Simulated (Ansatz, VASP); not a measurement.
Two plane-wave programs on TePb

```
Te Pb
1.0
     7.97174    0.00000    0.00000
     0.00000    4.57058    0.00000
     0.00000    0.00000    7.91497
Te Pb
4 4
Direct
  0.24891 0.75000 0.08338
  0.74891 0.75000 0.41662
  0.25109 0.25000 0.58338
  0.75109 0.25000 0.91662
  0.00153 0.75000 0.74874
  0.50153 0.75000 0.75126
  0.49847 0.25000 0.24874
  0.99847 0.25000 0.25126
```

Alike in both runs: task single point; functional LDA; k mesh 2 × 4 × 4; no spin polarisation.

|  | VASP | Ansatz |
| --- | --- | --- |
| version | VASP 6.6.1 | Ansatz 0.2.0 |
| potentials or method | VASP PAW LDA potentials, release 64 (Te, Pb_d) | plane waves, PAW |
| plane-wave cutoff (eV) | 520 | 420 |
| occupations | gaussian, width 0.01 eV | fixed |
| valence electrons in the cell | 80 | 120 |

```tsv
	VASP	Ansatz	Ansatz less VASP
gap on the k mesh at the Fermi level (eV)	0.11	0.12	+0.010
```

LDA's correlation is that of Perdew and Zunger in VASP and of Perdew and Wang (1992) in Ansatz. VASP's potentials hold 80 valence electrons a cell and Ansatz's 120, so a difference there can come from the potentials and not from the codes.

Neither program's run includes spin-orbit coupling.
